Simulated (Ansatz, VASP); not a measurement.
# H3C2 in VASP and in Ansatz

INCAR

```
PREC = Accurate ; ENCUT = 520
EDIFF = 1E-6 ; ISMEAR = 0
SIGMA = 0.02 ; LREAL = False
LASPH = True ; NELM = 80
ALGO = Normal ; ISIF = 2
LWAVE = False ; LCHARG = True
GGA = PE ; IVDW = 12
LELF = True ; LVHAR = True
NBANDS = 22
```

The input KPOINTS:

```
Automatic mesh
0
Gamma
  6 6 6
```

File POSCAR:

```
H3C2
1.0
    3.4245245605     -3.2194143498      0.0916757584
    3.4245245605      3.2194143498      0.0916757584
   -0.6465422418      0.0000000000      4.2185314046
H C
6 4
Direct
    0.2537050011      0.2537050011      0.5244678913
    0.7462949989      0.7462949989      0.4755321087
    0.2187058570      0.4948750957      0.2237796119
    0.5051249043      0.7812941430      0.7762203881
    0.7812941430      0.5051249043      0.7762203881
    0.4948750957      0.2187058570      0.2237796119
    0.0796663026      0.0796663026      0.0804980916
    0.9203336974      0.9203336974      0.9195019084
    0.2708403727      0.2708403727      0.2719436603
    0.7291596273      0.7291596273      0.7280563397
```

Input for Ansatz:

```yaml
crystal:
  lattice:
    - [3.4245245605, -3.2194143498, 0.0916757584]
    - [3.4245245605, 3.2194143498, 0.0916757584]
    - [-0.6465422418, 0.0, 4.2185314046]
  atoms:
    - { symbol: H, position: [0.2537050011, 0.2537050011, 0.5244678913] }
    - { symbol: H, position: [0.7462949989, 0.7462949989, 0.4755321087] }
    - { symbol: H, position: [0.218705857, 0.4948750957, 0.2237796119] }
    - { symbol: H, position: [0.5051249043, 0.781294143, 0.7762203881] }
    - { symbol: H, position: [0.781294143, 0.5051249043, 0.7762203881] }
    - { symbol: H, position: [0.4948750957, 0.218705857, 0.2237796119] }
    - { symbol: C, position: [0.0796663026, 0.0796663026, 0.0804980916] }
    - { symbol: C, position: [0.9203336974, 0.9203336974, 0.9195019084] }
    - { symbol: C, position: [0.2708403727, 0.2708403727, 0.2719436603] }
    - { symbol: C, position: [0.7291596273, 0.7291596273, 0.7280563397] }
basis:
  ecutwfc: 420
kpoints:
  mp_grid: { grid: [6, 6, 6] }
hamiltonian:
  xc: pbe
  dispersion: d3bj
scf:
  occupations: { method: gaussian, width: 0.02 }
  n_extra_bands: 40
output:
  forces: false
  stress: false
  eigenvalues: true
  optics: { e_range: [0, 14], sigma: 0.1, nscf_kmesh: { grid: [9, 9, 9] } }
checkpoint:
  read: start.run
  write: ck
  compress: false
  write_wavefunctions: false
  write_every: 100000
```

Alike in both runs: task single point; functional PBE; dispersion D3(BJ); k mesh 6 × 6 × 6; occupations gaussian, width 0.02 eV; no spin polarisation.

|  | VASP | Ansatz |
| --- | --- | --- |
| version | VASP 6.6.1 | Ansatz 0.2.0 |
| potentials or method | VASP PAW PBE potentials, release 64 (H, C), cutoff 520 eV | scalar-relativistic, plane waves, PAW |
| valence electrons in the cell | 22 | 22 |

|  | VASP | Ansatz | Ansatz less VASP |
| --- | --- | --- | --- |
| gap on the k mesh at the Fermi level (eV) | 4.66 | 4.66 | -0.004 |
| least direct gap on the mesh (eV) | 5.03 | 5.03 | -0.001 |
